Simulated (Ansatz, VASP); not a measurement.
ScGaC6N6 in VASP and in Ansatz

```
Sc Ga C N
1.0
     0.00000    5.18600    5.18600
     5.18600    0.00000    5.18600
     5.18600    5.18600    0.00000
Sc Ga C N
1 1 6 6
Direct
  0.50000 0.50000 0.50000
  0.00000 0.00000 0.00000
  0.81720 0.18280 0.18280
  0.18280 0.81720 0.18280
  0.18280 0.18280 0.81720
  0.18280 0.81720 0.81720
  0.81720 0.18280 0.81720
  0.81720 0.81720 0.18280
  0.70440 0.29560 0.29560
  0.29560 0.70440 0.29560
  0.29560 0.29560 0.70440
  0.29560 0.70440 0.70440
  0.70440 0.29560 0.70440
  0.70440 0.70440 0.29560
```

Alike in both runs: task single point; functional PBE; k mesh 4 × 4 × 4; occupations gaussian, width 0.1 eV; no spin polarisation.

|  | VASP | Ansatz |
| --- | --- | --- |
| version | VASP 6.6.1 | Ansatz 0.2.0 |
| potentials or method | VASP PAW PBE potentials, release 64 (Sc_sv, Ga_d, C, N), cutoff 520 eV | scalar-relativistic, plane waves, PAW |
| valence electrons in the cell | 78 | 78 |

Ansatz gave:

```
gap on the k mesh at the Fermi level (eV) : 2.80
least direct gap on the mesh (eV)         : 2.88
pressure (GPa)                            : 11.2
rms of the force components (eV/Å)        : 1.736
```

Task: What did VASP give for the same quantities?

Result: gap on the k mesh at the Fermi level (eV): 2.79; least direct gap on the mesh (eV): 2.87; pressure (GPa): 11.6; rms of the force components (eV/Å): 1.550.

Atom by atom the forces differ by 0.205 eV/Å (rms over components).

Noted on VASP's run: the standard files for N, O and F lose accuracy on very short bonds.
